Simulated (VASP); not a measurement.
Set up this calculation in VASP 6.6.1, as the native input.

```yaml
Task: single point
Functional: PBEsol
Potentials_or_basis: VASP PAW PBE potentials, release 64 (Pt)
Cutoff: 520 eV
k_mesh: 22 × 14 × 14
Occupations: gaussian, width 0.15 eV
Spin: no spin polarisation
Dipole_correction: no
Further_INCAR_settings: ALGO = Fast; EDIFF = 1e-07; NBANDS = 28
```

The structure of Pt lies in POSCAR:

```
Pt
1.0
   -2.7251696203      0.0000000000      0.0000000000
    0.0000000000      0.0000000000     -4.7068056308
    0.0000000000     -4.7201322416      0.0000000000
Pt
4
Direct
    1.1284323726      0.2500000000      0.3333333333
    0.6284323726      0.2500000000      0.8333333333
    0.3715676274      0.7500000000      0.1666666667
   -0.1284323726      0.7500000000      0.6666666667
```

This cell differs from its parent crystal: atoms displaced along a vibrational mode.

These files were run (other wordings do the same):

INCAR

```
PREC = Accurate
ENCUT = 520
EDIFF = 1E-7
ISMEAR = 0
SIGMA = 0.15
LREAL = False
LASPH = True
NELM = 60
ALGO = Fast
ISIF = 2
LWAVE = False
LCHARG = False
GGA = PS
NBANDS = 28
```

KPOINTS

```
Automatic mesh
0
Gamma
  22 14 14
```

Potentials or basis: VASP PAW PBE potentials, release 64 (Pt).

The run is started by

```sh
$ cat potpaw_PBE.64/Pt/POTCAR > POTCAR
$ mpirun -np 1 vasp_std > vasp.out
```

Results of the run:

```
Pressure               : 4.6 GPa
Largest force          : 0.820 eV/Å
Band gap on the k mesh : zero (bands 20 and 21 overlap by 2.01 eV)
```

Caveat: the cell differs from its parent crystal (atoms displaced along a vibrational mode); the stress differs along the axes, from -1 to 15 GPa; the PAW data sets were made with another functional, which shifts forces and pressure a little; spin-orbit coupling is left out, which moves the levels of the heavy elements.

Wall time 48 min on 1 thread of Oxide Virtual Turin-like Processor (shared host), peak memory 1.4 GiB.
